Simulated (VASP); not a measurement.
# BaLa2Mg2: single point with PBE

BaLa2Mg2:

```
Mg La Ba
1.0
     4.91594    0.00000    0.00000
    -2.45797    4.25733    0.00000
     0.00000    0.00000    8.18975
Mg La Ba
2 2 1
Direct
  0.33330 0.66670 0.62860
  0.66670 0.33330 0.37140
  0.33330 0.66670 0.25710
  0.66670 0.33330 0.74290
  0.00000 0.00000 0.00000
```

```
Program             : VASP 6.6.1
Task                : single point
Functional          : PBE
Potentials or basis : VASP PAW PBE potentials, release 64 (Mg, La, Ba_sv)
Cutoff              : 520 eV
k mesh              : 8 × 8 × 4
Occupations         : fermi-dirac, width 0.1 eV
Spin                : no spin polarisation
```

```json
{"Pressure": "4.9 GPa", "Largest force": "0.795 eV/Å", "Band gap on the k mesh": "zero (bands 18 and 19 overlap by 0.48 eV)"}
```

Forces in eV/Å, atoms in the order of the input:
```
Mg   0.002 -0.001 -0.324
Mg  -0.002  0.001  0.324
La   0.002 -0.001 -0.795
La  -0.002  0.001  0.795
Ba   0.000  0.000  0.000
```

Stress tensor (GPa, compression positive):
```
5.44 0.01 0.00
0.01 5.45 0.00
0.00 0.00 3.96
```

Levels at points of the mesh, in eV from the Fermi level:
```tsv
k point	band 14	band 15	band 16	band 17	band 18	band 19	band 20	band 21	band 22	band 23
(0.00, 0.00, 0.00)	-2.26	-0.82	-0.67	-0.62	-0.62	-0.05	-0.05	0.25	0.25	1.35
(0.50, 0.00, 0.00)	-2.17	-1.63	-0.47	-0.06	0.16	0.55	0.69	0.88	1.12	1.21
(0.50, 0.50, 0.00)	-2.17	-1.63	-0.47	-0.06	0.16	0.55	0.69	0.88	1.12	1.21
(0.00, 0.00, 0.50)	-2.96	-1.01	-0.58	-0.52	-0.51	0.07	0.07	0.14	0.14	1.22
(0.50, 0.00, 0.50)	-1.80	-1.48	-1.33	-0.09	-0.06	0.54	1.09	1.12	1.18	1.39
(0.50, 0.50, 0.50)	-1.80	-1.48	-1.33	-0.09	-0.06	0.54	1.09	1.12	1.18	1.39
```

Run time: 5.9 min on 1 thread of Intel(R) Xeon(R) Platinum 8375C CPU @ 2.90GHz (Ice Lake) (shared host), peak memory 0.61 GiB.

Caveat: the cell stands under pressure; spin-orbit coupling is left out, which moves the levels of the heavy elements.
